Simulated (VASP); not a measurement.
The system is TiPt3.

```xyz
4
Lattice="3.8970 0.0000 0.0000 0.0000 3.8970 0.0000 0.0000 0.0000 3.8970" Properties=species:S:1:pos:R:3 pbc="T T T"
Ti    0.0000    0.0000    0.0000
Pt    0.0000    1.9485    1.9485
Pt    1.9485    0.0000    1.9485
Pt    1.9485    1.9485    0.0000
```

```yaml
Program: VASP 6.6.1
Task: relaxation of cell and atoms
Functional: LDA
Potentials_or_basis: VASP PAW LDA potentials, release 64 (Ti_sv, Pt)
Cutoff: 600 eV
k_mesh: 8 × 8 × 8
Occupations: fermi-dirac, width 0.1 eV
Spin: no spin polarisation
```

At the start: pressure -4.2 GPa; volume 14.80 Å³/atom.

**Question.** Where does the relaxation end?

**Answer.** Over 3 steps the energy falls by 3.0 meV/atom and the volume is 14.57 Å³/atom (-1.5 %); space group Pm-3m (No. 221, to 0.1 Å) before and after.

The path:
| step | energy change (eV) | largest force (eV/Å) | pressure (GPa) | volume (Å³) |
| --- | --- | --- | --- | --- |
| 1 | 0.0000 | 0.0000 | -4.17 | 59.18 |
| 2 | 0.0775 | 0.0000 | 12.78 | 55.95 |
| 3 | -0.0119 | 0.0000 | -0.07 | 58.30 |

Final structure:
```cif
data_structure
_symmetry_space_group_name_H-M 'P 1'
_symmetry_Int_Tables_number 1
_cell_length_a 3.8774
_cell_length_b 3.8774
_cell_length_c 3.8774
_cell_angle_alpha 90.000
_cell_angle_beta 90.000
_cell_angle_gamma 90.000
_cell_volume 58.30
loop_
_atom_site_label
_atom_site_type_symbol
_atom_site_fract_x
_atom_site_fract_y
_atom_site_fract_z
_atom_site_occupancy
Ti1 Ti 0.00000 0.00000 0.00000 1
Pt1 Pt 0.00000 0.50000 0.50000 1
Pt2 Pt 0.50000 0.00000 0.50000 1
Pt3 Pt 0.50000 0.50000 0.00000 1
```
